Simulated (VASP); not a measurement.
# AgCl (Cmcm) in VASP: a series of runs, part 2 of 2

VASP 6.6.1. Earlier steps stand in the parts before.

## Step 3: Single point, PBEsol

This run uses another cell than the first one, of 20.40 Å³/atom.

The input, INCAR:

```
  PREC = Accurate
  ENCUT = 520
  EDIFF = 1E-7
  ISMEAR = -1
  SIGMA = 0.03
  LREAL = False
  LASPH = True
  NELM = 100
  ALGO = Normal
  ISIF = 2
  LWAVE = False
  LCHARG = False
  GGA = PS
  NBANDS = 26
```

The input, KPOINTS:

```
regular mesh
0
Gamma
  9 9 8
```

The input, POSCAR:

```
AgCl
1.0
    1.8709097030     -5.5565952358      0.0000000000
    1.8709097030      5.5565952358      0.0000000000
    0.0000000000      0.0000000000      3.9240373500
Ag Cl
2 2
Direct
    0.3965554000      0.6034446000      0.7500000000
    0.6034446000      0.3965554000      0.2500000000
    0.8654487300      0.1345512700      0.2500000000
    0.1345512700      0.8654487300      0.7500000000
```

Potentials or basis: VASP PAW PBE potentials, release 64 (Ag, Cl).

The run is started by

```bash
> cat potpaw_PBE.64/Ag/POTCAR potpaw_PBE.64/Cl/POTCAR > POTCAR
> mpirun -np 1 vasp_std > vasp.out
```

OUTCAR:

```text
PREC = Accurate
   ENCUT = 520
   EDIFF = 1E-7
   ISMEAR = -1
   LREAL = False
   LASPH = True
   NELM = 100
   ISIF = 2
   GGA = PS

 ion  position               nearest neighbor table
   1  0.397  0.603  0.750-   3 2.73   3 2.73   3 2.73   3 2.73   4 2.91   2 3.02   2 3.02
   2  0.603  0.397  0.250-   4 2.73   4 2.73   4 2.73   4 2.73   3 2.91   1 3.02   1 3.02
   3  0.865  0.135  0.250-   1 2.73   1 2.73   1 2.73   1 2.73   2 2.91
   4  0.135  0.865  0.750-   2 2.73   2 2.73   2 2.73   2 2.73   1 2.91

  LATTYP: Found a base centered orthorhombic cell.
 ALAT       =     3.7418194060
 B/A-ratio  =     2.9699964819
 C/A-ratio  =     1.0486976853

  Lattice vectors:

 A1 = (   1.8709097030,  -5.5565952358,   0.0000000000)
 A2 = (   1.8709097030,   5.5565952358,   0.0000000000)
 A3 = (   0.0000000000,   0.0000000000,   3.9240373500)

Analysis of symmetry for initial positions (statically):
=====================================================================
 Subroutine PRICEL returns:
 Original cell was already a primitive cell.

 Routine SETGRP: Setting up the symmetry group for a
 base centered orthorhombic supercell.

 Subroutine GETGRP returns: Found  8 space group operations
 (whereof  4 operations were pure point group operations)
 out of a pool of  8 trial point group operations.

The static configuration has the point symmetry C_2h.
 The point group associated with its full space group is D_2h.

Analysis of symmetry for dynamics (positions and initial velocities):
=====================================================================
 Subroutine PRICEL returns:
 Original cell was already a primitive cell.

 Routine SETGRP: Setting up the symmetry group for a
 base centered orthorhombic supercell.

[... 124 lines left out ...]
   ISMEAR =    -1;   SIGMA  =   0.03  broadening in eV -4-tet -1-fermi 0-gaus
   EFERMI_NEDOS =   21; number of points for ismear=-14 and -15
   IALGO  =     38    algorithm
   IMIX   =      4    mixing-type and parameters
     AMIX     =   0.40;   BMIX     =  1.00
     AMIX_MAG =   1.60;   BMIX_MAG =  1.00
  volume/ion in A,a.u.               =      20.40       137.65
  Fermi-wavevector in a.u.,A,eV,Ry     =   1.246333  2.355228 21.134554  1.553346
  Thomas-Fermi vector in A             =   2.380515
   LORBIT       =      0    0 simple, 1 ext, 2 COOP (PROOUT), +10 PAW based schemes
   GGA     = PS    functional components
   LHFCALC =     F    Hartree Fock is set to
   AEXX    =    0.0000 exact exchange contribution
   IVDW    =     0    specifies the selected vdW correction
   LEPSILON=     F    determine dielectric tensor
   LRPA    =     F    only Hartree local field effects (RPA)
 non-spin polarized calculation
  energy-cutoff  :      520.00
  volume of cell :       81.59
 maximum number of plane-waves:      2222
 NGX is ok and might be reduce to    48
   NGX = 21   NGY = 21   NGZ = 15

 number of electron      36.0000004 magnetization

 Free energy of the ion-electron system (eV)
  ---------------------------------------------------
  ext. energy  EPLUGINS =         0.00000000
  ---------------------------------------------------
  free energy    TOTEN  =       -12.01500089 eV

  energy without entropy =      -12.01498422  energy(sigma->0) =      -12.01499255

 E-fermi :   4.3392     XC(G=0): -10.4949

 val. band max:        4.1353411528   @ k =   0.2222   0.2222   0.0000
 cond. band min:       4.4694021301   @ k =   0.0000   0.0000   0.0000
 fundamental gap:      0.3340609773
 Fermi energy:         4.3392466898

 k-point     1 :       0.0000    0.0000    0.0000
  band No.  band energies     occupation
      1     -11.0159      2.00000
      2     -10.3946      2.00000
      3      -0.4404      2.00000
      4       0.6634      2.00000
      5       0.8757      2.00000
      6       0.9875      2.00000
[... 685 lines left out ...]
     25      14.4395      0.00000
     26      15.4599      0.00000

 [... further k-points ...]

------------------------ aborting loop because EDIFF is reached ----------------------------------------

  FORCE on cell =-STRESS in cart. coord.  units (eV):
  Direction    XX          YY          ZZ          XY          YZ          ZX
  --------------------------------------------------------------------------------------
  -------------------------------------------------------------------------------------
  Total       -1.5982640     -1.2208347     -1.7562361      0.0000000     -0.0000000      0.0000000
  in kB      -31.3858859    -23.9741223    -34.4880603      0.0000000     -0.0000000      0.0000000
  external PRESSURE =     -29.9493562 kB  Pullay stress =       0.0000000 kB

 VOLUME and BASIS-vectors are now :
 -----------------------------------------------------------------------------
  energy-cutoff  :      520.00
  volume of cell :       81.59
      direct lattice vectors                 reciprocal lattice vectors
     1.870909703 -5.556595236  0.000000000     0.267249670 -0.089983160  0.000000000
     1.870909703  5.556595236  0.000000000     0.267249670  0.089983160  0.000000000
     0.000000000  0.000000000  3.924037350     0.000000000  0.000000000  0.254839572

 POSITION                                       TOTAL-FORCE (eV/Angst)
 -----------------------------------------------------------------------------------
      1.87091      1.14960      2.94303         0.000000     -0.020673     -0.000000
      1.87091     -1.14960      0.98101         0.000000      0.020673      0.000000
      1.87091     -4.06130      0.98101         0.000000     -0.028207      0.000000
      1.87091      4.06130      2.94303         0.000000      0.028207     -0.000000
 -----------------------------------------------------------------------------------
    total drift:                                0.000000     -0.000000      0.000000

  FREE ENERGIE OF THE ION-ELECTRON SYSTEM (eV)
  ---------------------------------------------------
  free  energy   TOTEN  =       -12.0150008859 eV

  energy  without entropy=      -12.0149842161  energy(sigma->0) =      -12.01499255
```

stdout:

```text
POSCAR found type information on POSCAR AgCl
 POSCAR found :  2 types and       4 ions
 scaLAPACK will be used
 -----------------------------------------------------------------------------
|                                                                             |
|                                                                             |
|     You enforced a specific xc type in the INCAR file but a different       |
|     I HOPE YOU KNOW WHAT YOU ARE DOING!                                     |
|                                                                             |
 -----------------------------------------------------------------------------

 LDA part: xc-table for (Slater+PW92), standard interpolation
 POSCAR, INCAR and KPOINTS ok, starting setup
 FFT: planning ... GRIDC
 FFT: planning ... GRID_SOFT
 FFT: planning ... GRID
 WAVECAR not read
 entering main loop
```

It took 2.6 min on 1 thread of Intel Xeon 6975P-C (Granite Rapids), shared host; peak memory 0.39 GiB.

Results:

| Item | Value |
| --- | --- |
| Free energy | -12.0150 eV |
| Pressure | -3.0 GPa |
| Largest force | 0.028 eV/Å |
| Band gap on the k mesh | 0.33 eV (least direct gap 1.81 eV) |

Forces on the atoms (eV/Å):
```
Ag   0.000 -0.021  0.000
Ag   0.000  0.021  0.000
Cl   0.000 -0.028  0.000
Cl   0.000  0.028  0.000
```

Stress tensor (GPa, compression positive):
```
-3.14  0.00  0.00
 0.00 -2.40  0.00
 0.00  0.00 -3.45
```

Levels at points of the mesh, in eV from the valence-band top:
| k point | band 16 | band 17 | band 18 | band 19 | band 20 | band 21 |
| --- | --- | --- | --- | --- | --- | --- |
| (0.00, 0.00, 0.00) | -1.78 | -1.66 | -1.48 | 0.33 | 3.01 | 7.58 |
| (0.00, 0.00, 0.50) | -1.29 | -0.09 | -0.09 | 4.27 | 4.27 | 6.65 |

Caveat: semilocal functionals underestimate gaps, and a narrow one can read as zero; the PAW data sets were made with another functional, which shifts forces and pressure a little.

## Step 4: Single point, PBEsol (equal xx and yy strain of +1 %)

The input, INCAR:

```
PREC = Accurate
ENCUT = 520
EDIFF = 1E-6
ISMEAR = -1
SIGMA = 0.03
LREAL = False
LASPH = True
NELM = 80
ALGO = Normal
ISIF = 2
LWAVE = False
LCHARG = False
GGA = PS
NBANDS = 26
```

KPOINTS is that of step 3.

Changes to POSCAR since step 3:

```diff
@@ -2,4 +2,4 @@
 1.0
-    1.8709097030     -5.5565952358      0.0000000000
-    1.8709097030      5.5565952358      0.0000000000
+    1.8896188000     -5.6121611882      0.0000000000
+    1.8896188000      5.6121611882      0.0000000000
     0.0000000000      0.0000000000      3.9240373500
```

The run is started by

```bash
> cat potpaw_PBE.64/Ag/POTCAR potpaw_PBE.64/Cl/POTCAR > POTCAR
> mpirun -np 1 vasp_std > vasp.out
```

It took 2.3 min on 1 thread of Intel Xeon 6975P-C (Granite Rapids), shared host; peak memory 0.39 GiB.

It converged, with:

* Free energy: -11.9833 eV
* Pressure: -3.8 GPa
* Largest force: 0.041 eV/Å
* Band gap on the k mesh: 0.33 eV (least direct gap 1.80 eV)

Forces on the atoms (eV/Å):
```
Ag   0.000 -0.009  0.000
Ag   0.000  0.009  0.000
Cl   0.000 -0.041  0.000
Cl   0.000  0.041  0.000
```

Stress tensor (GPa, compression positive):
```
-4.11  0.00  0.00
 0.00 -2.99  0.00
 0.00  0.00 -4.27
```

Levels at points of the mesh, in eV from the valence-band top:
```csv
k point,band 16,band 17,band 18,band 19,band 20,band 21
"(0.00, 0.00, 0.00)",-1.71,-1.62,-1.46,0.33,3.04,7.48
"(0.00, 0.00, 0.50)",-1.26,-0.07,-0.07,4.22,4.22,6.64
```

Caveat: the cell differs from its parent crystal (equal xx and yy strain of +1 %); the cell stands under tension; semilocal functionals underestimate gaps, and a narrow one can read as zero; the PAW data sets were made with another functional, which shifts forces and pressure a little.

## Step 5: Summary

| cell | gap on the mesh (eV) | pressure (GPa) | largest force (eV/Å) |
| --- | --- | --- | --- |
| a = 5.746, b = 5.746, c = 3.924 Å, angles 90.0, 90.0, 142.8°, 4 atoms | 0.34 | -1.0 | 0.05 |
| a = 5.863, b = 5.863, c = 3.924 Å, angles 90.0, 90.0, 142.8°, 4 atoms | 0.33 | -3.0 | 0.03 |
| a = 5.922, b = 5.922, c = 3.924 Å, angles 90.0, 90.0, 142.8°, 4 atoms | 0.33 | -3.8 | 0.04 |

Alike in all rows: task single point; level PBEsol; potentials or basis VASP PAW PBE potentials, release 64 (Ag, Cl); no spin polarisation; k mesh 9 × 9 × 8; cutoff (eV) 520; smearing fermi-dirac 0.03 eV.

Caveats: semilocal functionals underestimate gaps, and a narrow one can read as zero; the PAW data sets were made with another functional, which shifts forces and pressure a little; the cell stands under tension (at least some runs).

Absolute energies hang on the potentials; compare differences alone.
